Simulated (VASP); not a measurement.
# AlNi in VASP: further runs

AlNi is run at these levels: PBE, PBEsol; tasks: single point.

All numbers are computed with VASP 6.6.1; they aren't measurements. Logs are shortened: lines on timing, memory, paths and dates and some standing lists are left out, and cuts for length are marked.

## (1) The cell of the first run

The typed cell holds 2 atoms: a = 2.752 Å, b = 2.752 Å, c = 3.099 Å, α = 90.00°, β = 90.00°, γ = 90.43°.

## (2) Single point, PBE, collinear spin, ferromagnetic start (atoms moved at random)

Contents of INCAR:

```
ALGO = Normal ; EDIFF = 1E-6
ENCUT = 520 ; GGA = PE
ISIF = 2 ; ISMEAR = -1
ISPIN = 2 ; LASPH = True
LCHARG = False ; LMAXMIX = 4
LORBIT = 11 ; LREAL = False
LWAVE = False ; MAGMOM = 1 0
NBANDS = 18 ; NELM = 150
PREC = Accurate ; SIGMA = 0.05
```

Contents of KPOINTS:

```
k-points
0
Gamma
  10 10 9
```

Contents of POSCAR:

```
AlNi
1.0
    1.9386940000     -1.9531901500      0.0000000000
    1.9386940000      1.9531901500      0.0000000000
    0.0000000000      0.0000000000      3.0994300413
Ni Al
1 1
Direct
    0.4974930000      0.5083540000      0.5013660000
   -0.0031390000     -0.0177370000     -0.0059000000
```

Potentials or basis: VASP PAW PBE potentials, release 64 (Ni, Al).

The run is started by

```bash
$ cat potpaw_PBE.64/Ni/POTCAR potpaw_PBE.64/Al/POTCAR > POTCAR
$ mpirun -np 1 vasp_std > vasp.out
```

OUTCAR:

```text
EDIFF = 1E-6
   ENCUT = 520
   GGA = PE
   ISIF = 2
   ISMEAR = -1
   ISPIN = 2
   LASPH = True
   LORBIT = 11
   LREAL = False
   NELM = 150
   PREC = Accurate

 ion  position               nearest neighbor table
   1  0.497  0.508  0.501-   2 2.43   2 2.44   2 2.46   2 2.47   2 2.51   2 2.52   2 2.54   2 2.55

   2  0.997  0.982  0.994-   1 2.43   1 2.44   1 2.46   1 2.47   1 2.51   1 2.52   1 2.54   1 2.55

  LATTYP: Found a base centered orthorhombic cell.
 ALAT       =     3.8773880000
 B/A-ratio  =     1.0074772759
 C/A-ratio  =     0.7993603017

  Lattice vectors:

 A1 = (   1.9386940000,  -1.9531901500,   0.0000000000)
 A2 = (   1.9386940000,   1.9531901500,   0.0000000000)
 A3 = (   0.0000000000,   0.0000000000,   3.0994300413)

Analysis of symmetry for initial positions (statically):
=====================================================================
 Subroutine PRICEL returns:
 Original cell was already a primitive cell.

 Routine SETGRP: Setting up the symmetry group for a
 base centered orthorhombic supercell.

 Subroutine GETGRP returns: Found  1 space group operations
 (whereof  1 operations were pure point group operations)
 out of a pool of  8 trial point group operations.

The static configuration has the point symmetry C_1 .

Analysis of symmetry for dynamics (positions and initial velocities):
=====================================================================
 Subroutine PRICEL returns:
 Original cell was already a primitive cell.

 Routine SETGRP: Setting up the symmetry group for a
 base centered orthorhombic supercell.

 Subroutine GETGRP returns: Found  1 space group operations
 (whereof  1 operations were pure point group operations)
 out of a pool of  8 trial point group operations.

The dynamic configuration has the point symmetry C_1 .

Analysis of structural, dynamic, and magnetic symmetry:
=====================================================================
 Subroutine PRICEL returns:
 Original cell was already a primitive cell.

 Routine SETGRP: Setting up the symmetry group for a
 base centered orthorhombic supercell.

 Subroutine GETGRP returns: Found  1 space group operations
 (whereof  1 operations were pure point group operations)
 out of a pool of  8 trial point group operations.

The overall configuration has the point symmetry C_1 .

 Subroutine INISYM returns: Found  1 space group operations
 (whereof  1 operations are pure point group operations),
 and found     1 'primitive' translations

----------------------------------------------------------------------------------------

                                     Primitive cell

  volume of cell :      23.4728

  direct lattice vectors                    reciprocal lattice vectors
     1.938694000 -1.953190150  0.000000000     0.257905580 -0.255991461  0.000000000
     1.938694000  1.953190150  0.000000000     0.257905580  0.255991461  0.000000000
     0.000000000  0.000000000  3.099430041     0.000000000  0.000000000  0.322639965

  length of vectors
     2.751996764  2.751996764  3.099430041     0.363382603  0.363382603  0.322639965

  position of ions in fractional coordinates (direct lattice)
     0.497493000  0.508354000  0.501366000
     0.996861000  0.982263000  0.994100000

  ion indices of the primitive-cell ions
   primitive index   ion index
                 1           1
                 2           2

----------------------------------------------------------------------------------------

 KPOINTS: k-points

Automatic generation of k-mesh.
 Grid dimensions read from file:
 generate k-points for:   10   10    9

 Generating k-lattice:

  Cartesian coordinates                     Fractional coordinates (reciprocal lattice)
     0.025790558 -0.025599146  0.000000000     0.100000000  0.000000000  0.000000000
     0.025790558  0.025599146  0.000000000     0.000000000  0.100000000  0.000000000
     0.000000000  0.000000000  0.035848885     0.000000000  0.000000000  0.111111111

  Length of vectors
     0.036338260  0.036338260  0.035848885

  Shift w.r.t. Gamma in fractional coordinates (k-lattice)
     0.000000000  0.000000000  0.000000000

 Subroutine IBZKPT returns following result:
 ===========================================

 Found    452 irreducible k-points:

 Following reciprocal coordinates:
            Coordinates               Weight
  0.000000  0.000000  0.000000      1.000000
  0.100000  0.000000  0.000000      2.000000
  0.000000  0.100000  0.000000      2.000000
  0.200000  0.000000  0.000000      2.000000
  0.000000  0.200000  0.000000      2.000000
  0.300000  0.000000  0.000000      2.000000
[... 16 lines left out ...]
 -0.300000  0.100000  0.000000      2.000000
  0.100000 -0.300000  0.000000      2.000000
 [... further k-points ...]
   k-points           NKPTS =    452   k-points in BZ     NKDIM =    452   number of bands    NBANDS=     18
   number of dos      NEDOS =    301   number of ions     NIONS =      2
   total plane-waves  NPLWV =   9600
   dimension x,y,z NGX =    20 NGY =   20 NGZ =   24
   dimension x,y,z NGXF=    40 NGYF=   40 NGZF=   48
   ions per type =               1   1
   NGX,Y,Z   is equivalent  to a cutoff of  12.08, 12.08, 12.87 a.u.
   NGXF,Y,Z  is equivalent  to a cutoff of  24.16, 24.16, 25.75 a.u.
 SYSTEM =  unknown system
   PREC   = accura    normal or accurate (medium, high low for compatibility)
   ISTART =      0    job   : 0-new  1-cont  2-samecut
   ICHARG =      2    charge: 1-file 2-atom 10-const
   ISPIN  =      2    spin polarized calculation?
   LNONCOLLINEAR =      F non collinear calculations
   LSORBIT =      F    spin-orbit coupling
   LASPH  =      T    aspherical Exc in radial PAW
   ENCUT  =  520.0 eV  38.22 Ry    6.18 a.u.   5.12  5.12  5.76*2*pi/ulx,y,z
   NELM   =    150;   NELMIN=  2; NELMDL= -5     # of ELM steps
   EDIFF  = 0.1E-05   stopping-criterion for ELM
   LREAL  =      F    real-space projection
   EDIFFG = 0.1E-04   stopping-criterion for IOM
   NSW    =      0    number of steps for IOM
   IBRION =     -1    ionic relax: 0-MD 1-quasi-New 2-CG
   NFREE  =      0    steps in history (QN), initial steepest desc. (CG)
   ISIF   =      2    stress and relaxation
   ISYM   =      2    0-nonsym 1-usesym 2-fastsym
   POTIM  = 0.5000    time-step for ionic-motion
   TEBEG  =    0.0;   TEEND  =   0.0 temperature during run
   PSTRESS=    0.0 pullay stress
   NELECT =      13.0000    total number of electrons
   NUPDOWN=      -1.0000    fix difference up-down
   EMIN   =  10.00;   EMAX   =-10.00  energy-range for DOS
   EFERMI =   0.00;   METHOD = LEGACY
   ISMEAR =    -1;   SIGMA  =   0.05  broadening in eV -4-tet -1-fermi 0-gaus
   EFERMI_NEDOS =   21; number of points for ismear=-14 and -15
   IALGO  =     38    algorithm
   IMIX   =      4    mixing-type and parameters
     AMIX     =   0.40;   BMIX     =  1.00
     AMIX_MAG =   1.60;   BMIX_MAG =  1.00
  volume/ion in A,a.u.               =      11.74        79.20
  Fermi-wavevector in a.u.,A,eV,Ry     =   1.344417  2.540580 24.591955  1.807458
  Thomas-Fermi vector in A             =   2.472413
   LORBIT       =     11    0 simple, 1 ext, 2 COOP (PROOUT), +10 PAW based schemes
   GGA     = PE    functional components
   LHFCALC =     F    Hartree Fock is set to
   AEXX    =    0.0000 exact exchange contribution
   IVDW    =     0    specifies the selected vdW correction
   LEPSILON=     F    determine dielectric tensor
   LRPA    =     F    only Hartree local field effects (RPA)
 spin polarized calculation
  energy-cutoff  :      520.00
  volume of cell :       23.47
 maximum number of plane-waves:       646
   NGX = 11   NGY = 11   NGZ = 11

 number of electron      13.0000006 magnetization       0.0019454

 number of electron      13.0000006 magnetization      -0.0006495

 Free energy of the ion-electron system (eV)
  ---------------------------------------------------
  ext. energy  EPLUGINS =         0.00000000
  ---------------------------------------------------
  free energy    TOTEN  =       -10.46984287 eV

  energy without entropy =      -10.46247860  energy(sigma->0) =      -10.46616073

 E-fermi :  10.2610     XC(G=0): -12.1363

 val. band max:       10.2600404326   @ k =   0.2000  -0.4000  -0.1111
 cond. band min:      10.3087765068   @ k =   0.4000   0.3000   0.1111
 fundamental gap:      0.0487360743
 Fermi energy:        10.2609589782

 spin component 1

 k-point     1 :       0.0000    0.0000    0.0000
  band No.  band energies     occupation
      1      -1.0130      1.00000
      2       6.8479      1.00000
      3       7.0007      1.00000
      4       8.6116      1.00000
      5       8.6314      1.00000
      6       8.9158      1.00000
[... 10 lines left out ...]
     17      33.7304      0.00000
     18      33.7981      0.00000
[... 463 lines left out ...]
 k-point    24 :       0.1000   -0.3000    0.0000
  band No.  band energies     occupation
      1       0.9401      1.00000
      2       6.5667      1.00000
      3       7.3032      1.00000
      4       7.8573      1.00000
      5       8.3442      1.00000
      6       8.5902      1.00000
[... 10 lines left out ...]
     17      32.1853      0.00000
     18      35.3800      0.00000

 [... further k-points ...]

 spin component 2

 k-point     1 :       0.0000    0.0000    0.0000
  band No.  band energies     occupation
      1      -1.0130      1.00000
      2       6.8481      1.00000
      3       7.0013      1.00000
      4       8.6115      1.00000
      5       8.6313      1.00000
      6       8.9156      1.00000
[... 10 lines left out ...]
     17      33.7302      0.00000
     18      33.7780      0.00000
[... 463 lines left out ...]
 k-point    24 :       0.1000   -0.3000    0.0000
  band No.  band energies     occupation
      1       0.9401      1.00000
      2       6.5669      1.00000
      3       7.3035      1.00000
      4       7.8572      1.00000
      5       8.3441      1.00000
      6       8.5901      1.00000
[... 10 lines left out ...]
     17      32.1853      0.00000
     18      35.3800      0.00000

 [... further k-points ...]

------------------------ aborting loop because EDIFF is reached ----------------------------------------

  FORCE on cell =-STRESS in cart. coord.  units (eV):
  Direction    XX          YY          ZZ          XY          YZ          ZX
  --------------------------------------------------------------------------------------
  -------------------------------------------------------------------------------------
  Total        1.4330318      1.1824628      0.2886960     -0.0158257      0.0261015      0.0286311
  in kB       97.8139492     80.7109447     19.7054184     -1.0802061      1.7816028      1.9542609
  external PRESSURE =      66.0767708 kB  Pullay stress =       0.0000000 kB

 VOLUME and BASIS-vectors are now :
 -----------------------------------------------------------------------------
  energy-cutoff  :      520.00
  volume of cell :       23.47
      direct lattice vectors                 reciprocal lattice vectors
     1.938694000 -1.953190150  0.000000000     0.257905580 -0.255991461  0.000000000
     1.938694000  1.953190150  0.000000000     0.257905580  0.255991461  0.000000000
     0.000000000  0.000000000  3.099430041     0.000000000  0.000000000  0.322639965

 POSITION                                       TOTAL-FORCE (eV/Angst)
 -----------------------------------------------------------------------------------
      1.95003      0.02121      1.55395        -0.319132     -0.288808     -0.154166
      3.83692     -0.02851      3.08114         0.319132      0.288808      0.154166
 -----------------------------------------------------------------------------------
    total drift:                               -0.000206     -0.000280     -0.000056

  FREE ENERGIE OF THE ION-ELECTRON SYSTEM (eV)
  ---------------------------------------------------
  free  energy   TOTEN  =       -10.4698428650 eV

  energy  without entropy=      -10.4624785994  energy(sigma->0) =      -10.46616073

 total charge

# of ion       s       p       d       tot
------------------------------------------
    1        0.486   0.532   8.479   9.497
    2        0.389   0.425   0.000   0.814
--------------------------------------------------
tot          0.875   0.958   8.479  10.312

 magnetization (x)

# of ion       s       p       d       tot
------------------------------------------
    1        0.000   0.000   0.000   0.000
    2        0.000   0.000   0.000   0.000
--------------------------------------------------
tot          0.000   0.000   0.000   0.000
```

Wall time 2.8 min (1 thread of Intel Xeon Platinum 8488C (Sapphire Rapids), shared host); peak memory 0.37 GiB.

Results:

- Free energy: -10.4698 eV
- Pressure: 6.6 GPa
- Largest force: 0.457 eV/Å
- Net moment: 0.00 μB per cell
- Valence electrons inside the program's atomic spheres: Ni 9.50; Al 0.81

Forces on the atoms (eV/Å):
```
Ni  -0.319 -0.289 -0.154
Al   0.319  0.289  0.154
```

Stress tensor (GPa, compression positive):
```
 9.78 -0.11  0.20
-0.11  8.07  0.18
 0.20  0.18  1.97
```

Caveat: the cell differs from its parent crystal (atoms moved at random); the stress differs along the axes, from 2 to 10 GPa; the moments typed at the start vanished in this run.

## (3) Single point, PBEsol, collinear spin, ferromagnetic start

Contents of INCAR:

```
SYSTEM = AlNi
PREC     = Accurate       ! precision mode
ENCUT    = 690            ! plane-wave cutoff, eV
EDIFF    = 1E-6           ! SCF threshold, eV
ISMEAR   = -1             ! smearing method
SIGMA    = 0.05           ! smearing width, eV
LREAL    = .FALSE.        ! projectors in reciprocal space
LASPH    = .TRUE.         ! aspherical terms in the spheres
NELM     = 200            ! most SCF steps
ALGO     = Normal         ! electronic algorithm
ISIF     = 2              ! what is computed and relaxed
LWAVE    = .FALSE.        ! write WAVECAR
LCHARG   = .FALSE.        ! write CHGCAR
ISPIN    = 2              ! spin polarisation
MAGMOM   = 0.2 0          ! initial moments
LORBIT   = 11             ! projections on sites
NUPDOWN  = 0.2            ! fixed moment
LMAXMIX  = 4              ! l up to which the mixer works
GGA      = PS             ! functional
NBANDS   = 22             ! bands
GGA_COMPAT= .FALSE.
```

Contents of KPOINTS:

```
regular mesh
0
G
  8 8 7
  0 0 0
```

Contents of POSCAR:

```
AlNi
1.0
    1.9386940000     -1.9531901500      0.0000000000
    1.9386940000      1.9531901500      0.0000000000
    0.0000000000      0.0000000000      3.0994300413
Ni Al
1 1
Direct
    0.5000000000      0.5000000000      0.5000000000
    0.0000000000      0.0000000000      0.0000000000
```

Potentials or basis: VASP PAW PBE potentials, release 64 (Ni_sv_GW, Al).

The run is started by

```bash
$ cat potpaw_PBE.64/Ni_sv_GW/POTCAR potpaw_PBE.64/Al/POTCAR > POTCAR
$ mpirun -np 1 vasp_std > vasp.out
```

OUTCAR:

```text
SYSTEM = AlNi
   PREC = Accurate
   ENCUT = 690
   EDIFF = 1E-6
   ISMEAR = -1
   LREAL = .FALSE.
   LASPH = .TRUE.
   NELM = 200
   ISIF = 2
   ISPIN = 2
   LORBIT = 11
   NUPDOWN = 0.2
   GGA = PS

 ion  position               nearest neighbor table
   1  0.500  0.500  0.500-   2 2.48   2 2.48   2 2.48   2 2.48   2 2.49   2 2.49   2 2.49   2 2.49

   2  0.000  0.000  0.000-   1 2.48   1 2.48   1 2.48   1 2.48   1 2.49   1 2.49   1 2.49   1 2.49

  LATTYP: Found a base centered orthorhombic cell.
 ALAT       =     3.8773880000
 B/A-ratio  =     1.0074772759
 C/A-ratio  =     0.7993603017

  Lattice vectors:

 A1 = (   1.9386940000,  -1.9531901500,   0.0000000000)
 A2 = (   1.9386940000,   1.9531901500,   0.0000000000)
 A3 = (   0.0000000000,   0.0000000000,   3.0994300413)

Analysis of symmetry for initial positions (statically):
=====================================================================
[... 804 lines left out ...]
      5      -1.8570      1.00000
      6       6.0508      1.00000
[... 589 lines left out ...]
     21      29.8132      0.00000
     22      33.5328      0.00000

 [... further k-points ...]

------------------------ aborting loop because EDIFF is reached ----------------------------------------

  FORCE on cell =-STRESS in cart. coord.  units (eV):
  Direction    XX          YY          ZZ          XY          YZ          ZX
  --------------------------------------------------------------------------------------
  -------------------------------------------------------------------------------------
  Total        0.3918353      0.1760762     -0.5939817     -0.0000000      0.0000000      0.0000000
  in kB       26.7453634     12.0183696    -40.5432027     -0.0000000      0.0000000      0.0000000
  external PRESSURE =      -0.5931566 kB  Pullay stress =       0.0000000 kB

 VOLUME and BASIS-vectors are now :
 -----------------------------------------------------------------------------
  energy-cutoff  :      690.00
  volume of cell :       23.47
      direct lattice vectors                 reciprocal lattice vectors
     1.938694000 -1.953190150  0.000000000     0.257905580 -0.255991461  0.000000000
     1.938694000  1.953190150  0.000000000     0.257905580  0.255991461  0.000000000
     0.000000000  0.000000000  3.099430041     0.000000000  0.000000000  0.322639965

 POSITION                                       TOTAL-FORCE (eV/Angst)
 -----------------------------------------------------------------------------------
      1.93869      0.00000      1.54972         0.000000      0.000000      0.000000
      0.00000      0.00000      0.00000        -0.000000      0.000000      0.000000
 -----------------------------------------------------------------------------------
    total drift:                                0.000000      0.000000     -0.000000

  FREE ENERGIE OF THE ION-ELECTRON SYSTEM (eV)
  ---------------------------------------------------
  free  energy   TOTEN  =       -12.4506612761 eV

  energy  without entropy=      -12.4421709501  energy(sigma->0) =      -12.44641611

 total charge

# of ion       s       p       d       f       tot
--------------------------------------------------
    1        2.234   6.317   7.909   0.002  16.461
    2        0.387   0.424   0.000   0.000   0.811
--------------------------------------------------
tot          2.620   6.741   7.909   0.002  17.272

 magnetization (x)

# of ion       s       p       d       f       tot
--------------------------------------------------
    1        0.004   0.008   0.147   0.000   0.159
    2        0.002   0.010   0.000   0.000   0.012
--------------------------------------------------
tot          0.005   0.019   0.147   0.000   0.171
```

It took 70 s on 1 thread of Intel Xeon Platinum 8488C (Sapphire Rapids), shared host; peak memory 0.25 GiB.

Results:

* Free energy: -12.4507 eV
* Pressure: -0.1 GPa
* Net moment: 0.20 μB per cell
* Site moments: Ni +0.16; Al +0.01 μB
* Valence electrons inside the program's atomic spheres: Ni 16.46; Al 0.81

Caveat: the stress differs along the axes, from -4 to 3 GPa; the PAW data sets were made with another functional, which shifts forces and pressure a little; the total moment is fixed, so each spin has its own Fermi level and the state may be an excited one.
